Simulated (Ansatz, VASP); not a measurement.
# MgSiN in VASP and in Ansatz

Contents of INCAR:

```
SYSTEM = MgSiN
PREC = Accurate ; ENCUT = 600
EDIFF = 1E-6 ; ISMEAR = 0
SIGMA = 0.1 ; LREAL = .False.
LASPH = .True. ; NELM = 100
ALGO = Normal ; ISIF = 3
LWAVE = .False. ; LCHARG = .False.
GGA = PE ; IBRION = 2
NSW = 100 ; EDIFFG = -0.01
```

The input KPOINTS:

```
Automatic mesh
0
Gamma
  16 16 8
  0 0 0
```

File POSCAR:

```
MgSiN
1.0
    2.7328106364      0.0000000000      0.0000000000
    0.0000000000      2.7328106364      0.0000000000
    0.0000000000      0.0000000000      6.0719010514
Mg Si N
1 1 1
Direct
    0.5000000000      0.5000000000      0.5000000000
    0.5000000000      0.5000000000      0.0000000000
    0.0000000000      0.0000000000      0.0000000000
```

Input for Ansatz:

```yaml
crystal:
  lattice:
    - [2.7328109804, 0.0, 0.0]
    - [0.0, 2.7328109804, 0.0]
    - [0.0, 0.0, 6.0718990176]
  atoms:
    - { symbol: Mg, position: [0.5, 0.5, 0.5] }
    - { symbol: Si, position: [0.5, 0.5, 0.0] }
    - { symbol: "N", position: [0.0, 0.0, 0.0] }
basis:
  ecutwfc: 420
kpoints:
  mp_grid: { grid: [16, 16, 8] }
hamiltonian:
  xc: pbe
scf:
  occupations: { method: gaussian, width: 0.1 }
output:
  forces: true
  stress: true
  eigenvalues: true
relax:
  adjacent_minimum: "off"
  f_tol: 0.01
  max_steps: 80
  cell: { stress_tol: 0.05 }
```

Change from the starting cell: species swapped into the DyCoC type (P4/mmm, No. 123).

Alike in both runs: task relaxation of cell and atoms; functional PBE; k mesh 16 × 16 × 8; occupations gaussian, width 0.1 eV; no spin polarisation.

|  | VASP | Ansatz |
| --- | --- | --- |
| version | VASP 6.6.1 | Ansatz 0.2.0 |
| potentials or method | VASP PAW PBE potentials, release 64 (Mg, Si, N), cutoff 600 eV | scalar-relativistic, plane waves, PAW |
| valence electrons in the cell | 11 | 19 |

|  | VASP | Ansatz | Ansatz less VASP |
| --- | --- | --- | --- |
| gap on the k mesh at the Fermi level, each at its own relaxed structure (eV) | none | none | - |
| relaxed volume (Å³/atom) | 14.91 | 14.94 | +0.029 |
| relaxed cell length with the largest relative difference (Å) | 6.002 | 6.014 | +0.0112 |

A gap of «none» marks a metal or a gap that the smearing closes. VASP's potentials hold 11 valence electrons a cell and Ansatz's 19, so a difference there can come from the potentials and not from the codes.
